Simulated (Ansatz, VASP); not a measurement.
## Re: VASP beside Ansatz

Contents of INCAR:

```
PREC     = Accurate       # precision mode
ENCUT    = 520            # plane-wave cutoff, eV
EDIFF    = 1E-7           # SCF threshold, eV
ISMEAR   = 0              # smearing method
SIGMA    = 0.15           # smearing width, eV
LREAL    = False          # projectors in reciprocal space
LASPH    = True           # aspherical terms in the spheres
NELM     = 60             # most SCF steps
ALGO     = Normal         # electronic algorithm
ISIF     = 2              # what is computed and relaxed
LWAVE    = False          # write WAVECAR
LCHARG   = False          # write CHGCAR
GGA      = PS             # functional
NBANDS   = 10             # bands
```

Contents of KPOINTS:

```
Automatic mesh
0
Gamma
  20 20 20
```

File POSCAR:

```
Re
1.0
    0.0000000000      1.9157500000      1.9453750000
    1.9157500000      0.0000000000      1.9453750000
    1.9157500000      1.9157500000      0.0000000000
Re
1
Direct
    0.0000000000      0.0000000000      0.0000000000
```

Input for Ansatz:

```yaml
crystal:
  lattice:
    - [0.0, 1.91575, 1.945375]
    - [1.91575, 0.0, 1.945375]
    - [1.91575, 1.91575, 0.0]
  atoms:
    - { symbol: Re, position: [0.0, 0.0, 0.0] }
basis:
  ecutwfc: 420
kpoints:
  mp_grid: { grid: [20, 20, 20] }
hamiltonian:
  xc: pbesol
scf:
  occupations: { method: gaussian, width: 0.15 }
output:
  forces: true
  stress: true
  eigenvalues: true
```

Change from the starting cell: strain -0.030 along x and y, -0.015 along z, atoms carried along.

Alike in both runs: task single point; functional PBEsol; k mesh 20 × 20 × 20; occupations gaussian, width 0.15 eV; no spin polarisation.

```csv
,VASP,Ansatz
version,VASP 6.6.1,Ansatz 0.2.0
potentials or method,"VASP PAW PBE potentials, release 64 (Re), cutoff 520 eV","scalar-relativistic, plane waves, PAW"
valence electrons in the cell,7,15
```

```tsv
	VASP	Ansatz	Ansatz less VASP
gap on the k mesh at the Fermi level (eV)	none	none	-
pressure (GPa)	9.4	9.2	-0.21
traceless stress, the component that is largest in VASP (GPa)	-3.39	-3.41	-0.024
```

VASP's potentials were made for PBE, not for PBEsol. A gap of «none» marks a metal or a gap that the smearing closes. With one functional, cell and mesh, what is left measures potentials, basis and numerics. VASP's potentials hold 7 valence electrons a cell and Ansatz's 15, so a difference there can come from the potentials and not from the codes.

Neither program's run includes spin-orbit coupling.
